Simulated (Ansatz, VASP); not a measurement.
## PtS2 in VASP and in Ansatz

```
CELL_PARAMETERS angstrom
3.58254 0.00000 0.00000
-1.79127 3.10257 0.00000
0.00000 0.00000 4.67131
ATOMIC_POSITIONS crystal
Pt 0.00000 0.00000 0.00000
S 0.66667 0.33333 0.74170
S 0.33333 0.66667 0.25830
```

Alike in both runs: functional PBE; dispersion D3(BJ); k mesh 9 × 9 × 6; occupations gaussian, width 0.02 eV; no spin polarisation.

Ansatz relaxed the structure, and its values are those at the end. VASP's run is a single point on that final structure, the one shown.

|  | VASP | Ansatz |
| --- | --- | --- |
| version | VASP 6.6.1 | Ansatz 0.2.0 |
| potentials or method | VASP PAW PBE potentials, release 64 (Pt, S), cutoff 520 eV | scalar-relativistic, plane waves, PAW |
| valence electrons in the cell | 22 | 30 |

```tsv
	VASP	Ansatz	Ansatz less VASP
gap on the k mesh at the Fermi level (eV)	0.14	0.14	-0.005
least direct gap on the mesh (eV)	0.99	0.99	+0.001
pressure (GPa)	-0.5	0.0	+0.45
rms of the force components (eV/Å)	0.019	0.000	-0.0190
```

VASP's potentials hold 22 valence electrons a cell and Ansatz's 30, so a difference there can come from the potentials and not from the codes. Ansatz's warnings: structure snapped to symmetry.

Spin-orbit coupling is off throughout.
